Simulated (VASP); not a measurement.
A run of VASP 6.6.1 is set up as follows.

File POSCAR:

```
Cu
1.0
    1.7972727711      1.7972727711      0.0000000000
   -1.7972727711      1.7972727711      0.0000000000
    0.0000000000      0.0000000000      3.5051289864
Cu
2
Direct
    0.0000000000      0.0000000000      0.0000000000
    0.5000000000      0.5000000000      0.5000000000
```

File INCAR.step1:

```
PREC = Accurate
ENCUT = 520
ISMEAR = 0
SIGMA = 0.1
LREAL = False
LASPH = True
NELM = 100
NBANDS = 18
GGA = PE
ALGO = Normal
EDIFF = 1E-4
LWAVE = True
LCHARG = False
```

The input INCAR.step2:

```
PREC = Accurate
ENCUT = 520
EDIFF = 1E-7
ISMEAR = 0
SIGMA = 0.1
LREAL = False
LASPH = True
NELM = 100
ALGO = Normal
ISIF = 2
LWAVE = False
LCHARG = False
METAGGA = R2SCAN
LMIXTAU = True
NBANDS = 18
ISTART = 1
```

KPOINTS

```
regular mesh
0
Gamma
  20 20 14
```

Potentials or basis: VASP PAW PBE potentials, release 64 (Cu).

The run is started by

```bash
$ cat potpaw_PBE.64/Cu/POTCAR > POTCAR
$ cp INCAR.step1 INCAR
$ mpirun -np 1 vasp_std > vasp.out
$ cp INCAR.step2 INCAR
$ mpirun -np 1 vasp_std > vasp.out
```

(1) Predict the band gap on the k mesh.

(2) What does it give for the pressure?

## Answers

(1) zero (bands 11 and 12 overlap by 8.76 eV).

(2) 2.4 GPa.

Caveat: the cell differs from its parent crystal (uniaxial strain along c: -2.0 %); the PAW data sets were made with another functional, which shifts forces and pressure a little.
